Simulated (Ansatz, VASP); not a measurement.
## Ta5W: VASP beside Ansatz

```
Ta W
1.0
     2.79789    0.00000    0.00000
     0.00000    4.67871    0.00000
     0.00000    0.00000    8.36752
Ta W
5 1
Direct
  0.00000 0.00000 0.83073
  0.50000 0.50000 0.00000
  0.00000 0.00000 0.16927
  0.50000 0.50000 0.33454
  0.50000 0.50000 0.66546
  0.00000 0.00000 0.50000
```

Alike in both runs: functional PBE; k mesh 6 × 4 × 2; occupations gaussian, width 0.1 eV; no spin polarisation.

Ansatz relaxed the structure, and its values are those at the end. VASP's run is a single point on that final structure, the one shown.

|  | VASP | Ansatz |
| --- | --- | --- |
| version | VASP 6.6.1 | Ansatz 0.2.0 |
| potentials or method | VASP PAW PBE potentials, release 64 (Ta_pv, W_sv), cutoff 520 eV | scalar-relativistic, plane waves, PAW |
| valence electrons in the cell | 69 | 79 |

|  | VASP | Ansatz | Ansatz less VASP |
| --- | --- | --- | --- |
| gap on the k mesh at the Fermi level (eV) | none | none | - |
| pressure (GPa) | 0.2 | 0.1 | -0.11 |
| rms of the force components (eV/Å) | 0.003 | 0.001 | -0.0023 |

A gap of «none» marks a metal or a gap that the smearing closes. The functional is the same, so the differences come from potentials, cutoffs and numerics. VASP's potentials hold 69 valence electrons a cell and Ansatz's 79, so a difference there can come from the potentials and not from the codes.

The k mesh is coarse, so the values compare programs but aren't converged. Neither program's run includes spin-orbit coupling.
